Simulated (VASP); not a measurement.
# Ag (P1) in VASP: a series of runs

Ag is run at these levels: LDA; tasks: single point.

Program: VASP 6.6.1. These are calculated values, not measurements. Logs are shortened: lines on timing, memory, paths and dates and some standing lists are left out, and cuts for length are marked.

## (1) The cell of the first run

The typed cell holds 4 atoms: a = 5.860 Å, b = 2.930 Å, c = 4.790 Å, α = 90.00°, β = 90.00°, γ = 120.00°.

## (2) Single point, LDA

Contents of INCAR:

```
SYSTEM = Ag
  PREC = Accurate
  ENCUT = 520
  EDIFF = 1E-7
  ISMEAR = -1
  SIGMA = 0.08
  LREAL = .FALSE.
  LASPH = .TRUE.
  NELM = 80
  ALGO = Normal
  ISIF = 2
  LWAVE = .FALSE.
  LCHARG = .TRUE.
  LELF = .TRUE.
  LVHAR = .TRUE.
  NBANDS = 30
```

Contents of KPOINTS:

```
regular mesh
0
G
  4 7 4
  0 0 0
```

Contents of POSCAR:

```
Ag
1.0
    5.8600000000      0.0000000000      0.0000000000
   -1.4650000000      2.5374544331      0.0000000000
    0.0000000000      0.0000000000      4.7900000000
Ag
4
Direct
    0.1668372197      0.6646724284      0.2304227557
    0.6607000217      0.6489011107      0.2640509395
    0.3320928226      0.3427344305      0.7510463466
    0.8403699491      0.3436920831      0.7544799582
```

Potentials or basis: VASP PAW LDA potentials, release 64 (Ag).

Run with:

```console
$ cat potpaw_LDA.64/Ag/POTCAR > POTCAR
$ mpirun -np 1 vasp_std > vasp.out
```

OUTCAR:

```text
SYSTEM = Ag
   PREC = Accurate
   ENCUT = 520
   EDIFF = 1E-7
   ISMEAR = -1
   LREAL = .FALSE.
   LASPH = .TRUE.
   NELM = 80
   ISIF = 2

 ion  position               nearest neighbor table
   1  0.167  0.665  0.230-   4 2.82   3 2.83   3 2.87   2 2.89   2 2.92   2 2.95   2 2.98   3 2.99
                             4 3.01   3 3.03
   2  0.661  0.649  0.264-   3 2.87   4 2.89   1 2.89   1 2.92   4 2.94   1 2.95   4 2.97   3 2.97
                             1 2.98   4 3.01
   3  0.332  0.343  0.751-   1 2.83   2 2.87   1 2.87   4 2.88   4 2.90   4 2.96   2 2.97   4 2.98
                             1 2.99   1 3.03
   4  0.840  0.344  0.754-   1 2.82   3 2.88   2 2.89   3 2.90   2 2.94   3 2.96   2 2.97   3 2.98
                             1 3.01   2 3.01

  Warning from LATTYP: Monoclinic adjustment (A1->A3, A2->A1, A3->A2)!
  LATTYP: Found a simple orthorhombic cell.
 ALAT       =     2.9300000000
 B/A-ratio  =     1.6348122867
 C/A-ratio  =     1.7320508076

  Lattice vectors:

 A1 = (  -1.4650000000,   2.5374544331,   0.0000000000)
 A2 = (   0.0000000000,   0.0000000000,   4.7900000000)
 A3 = (   4.3950000000,   2.5374544331,   0.0000000000)

Analysis of symmetry for initial positions (statically):
=====================================================================
 Subroutine PRICEL returns:
 Original cell was already a primitive cell.

 Routine SETGRP: Setting up the symmetry group for a
 simple orthorhombic supercell.

 Subroutine GETGRP returns: Found  1 space group operations
 (whereof  1 operations were pure point group operations)
 out of a pool of  8 trial point group operations.

The static configuration has the point symmetry C_1 .

Analysis of symmetry for dynamics (positions and initial velocities):
=====================================================================
 Subroutine PRICEL returns:
 Original cell was already a primitive cell.

 Routine SETGRP: Setting up the symmetry group for a
 simple orthorhombic supercell.

 Subroutine GETGRP returns: Found  1 space group operations
 (whereof  1 operations were pure point group operations)
 out of a pool of  8 trial point group operations.

The dynamic configuration has the point symmetry C_1 .

 Subroutine INISYM returns: Found  1 space group operations
 (whereof  1 operations are pure point group operations),
 and found     1 'primitive' translations

----------------------------------------------------------------------------------------

                                     Primitive cell

  volume of cell :      71.2248

  direct lattice vectors                    reciprocal lattice vectors
[... 110 lines left out ...]
   LASPH  =      T    aspherical Exc in radial PAW
   ENCUT  =  520.0 eV  38.22 Ry    6.18 a.u.  10.90  5.45  8.91*2*pi/ulx,y,z
   NELM   =     80;   NELMIN=  2; NELMDL= -5     # of ELM steps
   EDIFF  = 0.1E-06   stopping-criterion for ELM
   LREAL  =      F    real-space projection
   EDIFFG = 0.1E-05   stopping-criterion for IOM
   NSW    =      0    number of steps for IOM
   IBRION =     -1    ionic relax: 0-MD 1-quasi-New 2-CG
   NFREE  =      0    steps in history (QN), initial steepest desc. (CG)
   ISIF   =      2    stress and relaxation
   ISYM   =      2    0-nonsym 1-usesym 2-fastsym
   POTIM  = 0.5000    time-step for ionic-motion
   TEBEG  =    0.0;   TEEND  =   0.0 temperature during run
   PSTRESS=    0.0 pullay stress
   NELECT =      44.0000    total number of electrons
   NUPDOWN=      -1.0000    fix difference up-down
   EMIN   =  10.00;   EMAX   =-10.00  energy-range for DOS
   EFERMI =   0.00;   METHOD = LEGACY
   ISMEAR =    -1;   SIGMA  =   0.08  broadening in eV -4-tet -1-fermi 0-gaus
   EFERMI_NEDOS =   21; number of points for ismear=-14 and -15
   IALGO  =     38    algorithm
   IMIX   =      4    mixing-type and parameters
     AMIX     =   0.40;   BMIX     =  1.00
     AMIX_MAG =   1.60;   BMIX_MAG =  1.00
  volume/ion in A,a.u.               =      17.81       120.16
  Fermi-wavevector in a.u.,A,eV,Ry     =   1.394275  2.634799 26.449782  1.944004
  Thomas-Fermi vector in A             =   2.517840
   LORBIT       =      0    0 simple, 1 ext, 2 COOP (PROOUT), +10 PAW based schemes
   GGA     = CA    functional components
   LHFCALC =     F    Hartree Fock is set to
   AEXX    =    0.0000 exact exchange contribution
   IVDW    =     0    specifies the selected vdW correction
   LEPSILON=     F    determine dielectric tensor
   LRPA    =     F    only Hartree local field effects (RPA)
 non-spin polarized calculation
  energy-cutoff  :      520.00
  volume of cell :       71.22
 maximum number of plane-waves:      1962
 NGX is ok and might be reduce to    48
   NGX = 21   NGY = 11   NGZ = 17

 number of electron      43.9999998 magnetization

 Free energy of the ion-electron system (eV)
  ---------------------------------------------------
  ext. energy  EPLUGINS =         0.00000000
  ---------------------------------------------------
  free energy    TOTEN  =       -14.82414933 eV

  energy without entropy =      -14.79527902  energy(sigma->0) =      -14.80971417

 E-fermi :   7.5347     XC(G=0): -12.3265

 val. band max:        7.5277418925   @ k =   0.0000  -0.4286   0.2500
 cond. band min:       7.5859786210   @ k =   0.5000   0.0000   0.2500
 fundamental gap:      0.0582367284
 Fermi energy:         7.5346544246

 k-point     1 :       0.0000    0.0000    0.0000
  band No.  band energies     occupation
      1       0.0339      2.00000
      2       1.4082      2.00000
      3       1.5015      2.00000
      4       1.8230      2.00000
      5       1.8542      2.00000
      6       2.8982      2.00000
[... 781 lines left out ...]
     29      16.3012      0.00000
     30      17.6454      0.00000

 [... further k-points ...]
[... 5 lines left out ...]
  --------------------------------------------------------------------------------------
  -------------------------------------------------------------------------------------
  Total       -3.9938691     -5.3392896     -4.2068484     -0.3165360      0.0284437     -0.0043111
  in kB      -89.8406787   -120.1054400    -94.6315728     -7.1203648      0.6398321     -0.0969775
  external PRESSURE =    -101.5258972 kB  Pullay stress =       0.0000000 kB

 VOLUME and BASIS-vectors are now :
 -----------------------------------------------------------------------------
  energy-cutoff  :      520.00
  volume of cell :       71.22
      direct lattice vectors                 reciprocal lattice vectors
     5.860000000  0.000000000  0.000000000     0.170648464  0.098523937  0.000000000
    -1.465000000  2.537454433  0.000000000     0.000000000  0.394095747  0.000000000
     0.000000000  0.000000000  4.790000000     0.000000000  0.000000000  0.208768267

 POSITION                                       TOTAL-FORCE (eV/Angst)
 -----------------------------------------------------------------------------------
      0.00392      1.68658      1.10372        -0.042225     -0.017354      0.383687
      2.92106      1.64656      1.26480         0.077677      0.096104     -0.135769
      1.44396      0.86967      3.59751         0.119773      0.019310     -0.185810
      4.42106      0.87210      3.61396        -0.155224     -0.098059     -0.062108
 -----------------------------------------------------------------------------------
    total drift:                               -0.000134      0.000053      0.000234

  FREE ENERGIE OF THE ION-ELECTRON SYSTEM (eV)
  ---------------------------------------------------
  free  energy   TOTEN  =       -14.8241493276 eV

  energy  without entropy=      -14.7952790164  energy(sigma->0) =      -14.80971417
```

Run time: 38 s. Hardware: 1 thread of Intel Xeon 6975P-C (Granite Rapids), shared host; peak memory 0.21 GiB.

What came out:

| Property | Result |
| --- | --- |
| Free energy | -14.8241 eV |
| Pressure | -10.2 GPa |
| Largest force | 0.386 eV/Å |
| Band gap on the k mesh | zero (band 22 reaches 9.57 eV, above the bottom of band 23 at 5.37 eV) |

Forces in eV/Å, atoms in the order of the input:
```
Ag  -0.042 -0.017  0.384
Ag   0.078  0.096 -0.136
Ag   0.120  0.019 -0.186
Ag  -0.155 -0.098 -0.062
```

Levels at points of the mesh, in eV from the Fermi level:
| k point | band 20 | band 21 | band 22 | band 23 | band 24 | band 25 |
| --- | --- | --- | --- | --- | --- | --- |
| (0.00, 0.00, 0.00) | -2.83 | -2.74 | -0.34 | 0.22 | 1.40 | 3.29 |
| (0.50, 0.00, 0.00) | -3.54 | -2.92 | -2.88 | 2.78 | 2.86 | 3.90 |
| (0.00, 0.00, 0.50) | -3.00 | -2.82 | -2.81 | 0.74 | 0.78 | 4.33 |
| (0.50, 0.00, 0.50) | -3.19 | -2.31 | -2.27 | -2.16 | -2.13 | 10.45 |

## (3) Single point, LDA

Contents of INCAR:

```
  PREC = Accurate
  ENCUT = 520
  EDIFF = 1E-7
  ISMEAR = -1
  SIGMA = 0.08
  LREAL = F
  LASPH = T
  NELM = 100
  ALGO = Normal
  ISIF = 2
  LWAVE = F
  LCHARG = F
  NBANDS = 30
```

Contents of KPOINTS:

```
regular mesh
0
Gamma
  4 7 4
```

Contents of POSCAR:

```
Ag
1.0
    5.8600000000      0.0000000000      0.0000000000
   -1.4650000000      2.5374544331      0.0000000000
    0.0000000000      0.0000000000      4.7900000000
Ag
4
Direct
    0.1668463804      0.6625691394      0.2124812109
    0.6551870164      0.6318879973      0.2775344468
    0.3313050180      0.3522821881      0.7513139875
    0.8466615984      0.3532607279      0.7586701461
```

Potentials or basis: VASP PAW LDA potentials, release 64 (Ag).

Run with:

```console
$ cat potpaw_LDA.64/Ag/POTCAR > POTCAR
$ mpirun -np 1 vasp_std > vasp.out
```

Run time: 42 s. Hardware: 1 thread of Intel Xeon 6975P-C (Granite Rapids), shared host; peak memory 0.21 GiB.

The run converged. Its results:

* Free energy: -14.7373 eV
* Pressure: -9.0 GPa
* Largest force: 0.848 eV/Å
* Band gap on the k mesh: zero (band 22 reaches 9.53 eV, above the bottom of band 23 at 5.44 eV)

Forces in eV/Å, atoms in the order of the input:
```
Ag  -0.057  0.001  0.846
Ag   0.146  0.176 -0.274
Ag   0.267  0.036 -0.367
Ag  -0.356 -0.213 -0.205
```

Stress tensor (GPa, compression positive):
```
 -7.98  -0.55   0.01
 -0.55 -11.56   0.31
  0.01   0.31  -7.53
```

Levels at points of the mesh, in eV from the Fermi level:
| k point | band 20 | band 21 | band 22 | band 23 | band 24 | band 25 |
| --- | --- | --- | --- | --- | --- | --- |
| (0.00, 0.00, 0.00) | -2.82 | -2.72 | -0.42 | 0.36 | 1.39 | 3.21 |
| (0.50, 0.00, 0.00) | -3.42 | -2.94 | -2.85 | 2.66 | 2.78 | 4.00 |
| (0.00, 0.00, 0.50) | -2.92 | -2.85 | -2.81 | 0.71 | 0.81 | 4.34 |
| (0.50, 0.00, 0.50) | -3.09 | -2.37 | -2.31 | -2.09 | -2.05 | 10.27 |

## (4) Single point, LDA

Contents of INCAR:

```
PREC = Accurate
ENCUT = 400
EDIFF = 1E-6
ISMEAR = -1
SIGMA = 0.08
LREAL = False
LASPH = True
NELM = 120
ALGO = Normal
ISIF = 2
LWAVE = False
LCHARG = False
NBANDS = 30
GGA_COMPAT = False
```

Contents of KPOINTS:

```
Automatic mesh
0
Gamma
  4 7 4
```

Contents of POSCAR:

```
Ag
1.0
    5.8600000000      0.0000000000      0.0000000000
   -1.4650000000      2.5374544331      0.0000000000
    0.0000000000      0.0000000000      4.7900000000
Ag
4
Direct
    0.1668372919      0.6646720343      0.2304225470
    0.6606998247      0.6489003225      0.2640509395
    0.3320929212      0.3427348246      0.7510463466
    0.8403701462      0.3436928713      0.7544799582
```

Run with:

```console
$ cat potpaw_LDA.64/Ag/POTCAR > POTCAR
$ mpirun -np 1 vasp_std > vasp.out
```

Run time: 63 s. Hardware: 1 thread of AMD EPYC 7R13, shared host; peak memory 0.15 GiB.

It converged, with:

| Property | Result |
| --- | --- |
| Free energy | -14.8239 eV |
| Pressure | -10.5 GPa |
| Largest force | 0.387 eV/Å |
| Band gap on the k mesh | zero (band 22 reaches 9.57 eV, above the bottom of band 23 at 5.37 eV) |

Forces on the atoms (eV/Å):
```
Ag  -0.042 -0.017  0.384
Ag   0.078  0.096 -0.136
Ag   0.120  0.019 -0.186
Ag  -0.155 -0.098 -0.062
```

Stress tensor (GPa, compression positive):
```
 -9.32  -0.72  -0.01
 -0.72 -12.36   0.06
 -0.01   0.06  -9.81
```

Levels at points of the mesh, in eV from the Fermi level:
| k point | band 20 | band 21 | band 22 | band 23 | band 24 | band 25 |
| --- | --- | --- | --- | --- | --- | --- |
| (0.00, 0.00, 0.00) | -2.83 | -2.74 | -0.34 | 0.22 | 1.40 | 3.29 |
| (0.50, 0.00, 0.00) | -3.54 | -2.92 | -2.88 | 2.78 | 2.86 | 3.90 |
| (0.00, 0.00, 0.50) | -2.99 | -2.82 | -2.81 | 0.74 | 0.78 | 4.33 |
| (0.50, 0.00, 0.50) | -3.19 | -2.31 | -2.27 | -2.16 | -2.13 | 10.45 |

## (5) Single point, LDA

Contents of INCAR:

```
PREC     = Accurate       # precision mode
ENCUT    = 400            # plane-wave cutoff, eV
EDIFF    = 1E-6           # SCF threshold, eV
ISMEAR   = -1             # smearing method
SIGMA    = 0.08           # smearing width, eV
LREAL    = False          # projectors in reciprocal space
LASPH    = True           # aspherical terms in the spheres
NELM     = 120            # most SCF steps
ALGO     = Normal         # electronic algorithm
ISIF     = 2              # what is computed and relaxed
LWAVE    = False          # write WAVECAR
LCHARG   = False          # write CHGCAR
NBANDS   = 30             # bands
GGA_COMPAT= False
```

KPOINTS is that of step 4.

Contents of POSCAR:

```
Ag
1.0
    5.8600000000      0.0000000000      0.0000000000
   -1.4650000000      2.5374544331      0.0000000000
    0.0000000000      0.0000000000      4.7900000000
Ag
4
Direct
    0.1668463276      0.6625675630      0.2124791232
    0.6551862546      0.6318856327      0.2775350731
    0.3313049002      0.3522837645      0.7513150313
    0.8466625308      0.3532630925      0.7586705637
```

Run with:

```console
$ cat potpaw_LDA.64/Ag/POTCAR > POTCAR
$ mpirun -np 1 vasp_std > vasp.out
```

It took 78 s on 1 thread of AMD EPYC 7R13, shared host; peak memory 0.15 GiB.

It converged, with:

```yaml
Free_energy: -14.7369 eV
Pressure: -9.4 GPa
Largest_force: 0.849 eV/Å
Band_gap_on_the_k_mesh: zero (band 22 reaches 9.53 eV, above the bottom of band 23 at 5.44 eV)
```

Forces in eV/Å, atoms in the order of the input:
```
Ag  -0.058  0.001  0.847
Ag   0.146  0.176 -0.275
Ag   0.267  0.036 -0.367
Ag  -0.356 -0.213 -0.205
```

Stress tensor (GPa, compression positive):
```
 -8.35  -0.55   0.01
 -0.55 -11.95   0.31
  0.01   0.31  -7.91
```

Levels at points of the mesh, in eV from the Fermi level:
```tsv
k point	band 20	band 21	band 22	band 23	band 24	band 25
(0.00, 0.00, 0.00)	-2.82	-2.72	-0.42	0.36	1.39	3.21
(0.50, 0.00, 0.00)	-3.42	-2.94	-2.85	2.66	2.78	4.00
(0.00, 0.00, 0.50)	-2.92	-2.85	-2.81	0.71	0.81	4.34
(0.50, 0.00, 0.50)	-3.09	-2.37	-2.31	-2.09	-2.05	10.27
```
